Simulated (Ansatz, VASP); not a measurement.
# Two plane-wave programs on CdS

```
CELL_PARAMETERS angstrom
0.00000 2.92615 2.92615
2.92615 0.00000 2.92615
2.92615 2.92615 0.00000
ATOMIC_POSITIONS crystal
Cd 0.00000 0.00000 0.00000
S 0.25000 0.25000 0.25000
```

Alike in both runs: functional PBE; dispersion D3(BJ); k mesh 6 × 6 × 6; no spin polarisation.

Ansatz relaxed the structure, and its values are those at the end. VASP's run is a single point on that final structure, the one shown.

|  | VASP | Ansatz |
| --- | --- | --- |
| version | VASP 6.6.1 | Ansatz 0.2.0 |
| potentials or method | VASP PAW PBE potentials, release 64 (Cd, S), cutoff 520 eV | plane waves, PAW |
| occupations | gaussian, width 0.01 eV | fixed |
| valence electrons in the cell | 18 | 26 |

|  | VASP | Ansatz | Ansatz less VASP |
| --- | --- | --- | --- |
| pressure (GPa) | 0.4 | 0.0 | -0.35 |

VASP's potentials hold 18 valence electrons a cell and Ansatz's 26, so a difference there can come from the potentials and not from the codes.
